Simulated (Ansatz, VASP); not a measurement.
**One calculation of SrCl2, two programs**

```
CELL_PARAMETERS angstrom
2.08574 1.20420 6.31910
-2.08574 1.20420 6.31910
0.00000 -2.40841 6.31910
ATOMIC_POSITIONS crystal
Sr 0.00013 0.00013 0.00013
Cl 0.42057 0.42057 0.42057
Cl 0.24597 0.24597 0.24597
```

Change from the starting cell: uniaxial_z strain +3.0%.

Alike in both runs: task single point; functional PBE; k mesh 8 × 8 × 8; occupations fermi-dirac, width 0.02 eV; no spin polarisation.

|  | VASP | Ansatz |
| --- | --- | --- |
| version | VASP 6.6.1 | Ansatz 0.2.0 |
| potentials or method | VASP PAW PBE potentials, release 64 (Sr_sv, Cl) | plane waves, PAW |
| plane-wave cutoff (eV) | 520 | 420 |
| valence electrons in the cell | 24 | 24 |

Ansatz gave:

| Property | Result |
| --- | --- |
| gap on the k mesh at the Fermi level (eV) | 4.41 |
| pressure (GPa) | 0.9 |
| traceless stress, the component that is largest in VASP (GPa) | -0.21 |
| rms of the force components (eV/Å) | 0.009 |

**Question.** What did VASP give for the same quantities?

**Answer.** gap on the k mesh at the Fermi level (eV): 4.42; pressure (GPa): 1.0; traceless stress, the component that is largest in VASP (GPa): -0.21; rms of the force components (eV/Å): 0.002.

Atom by atom the forces differ by 0.010 eV/Å (rms over components). With one functional, cell and mesh, what is left measures potentials, basis and numerics.
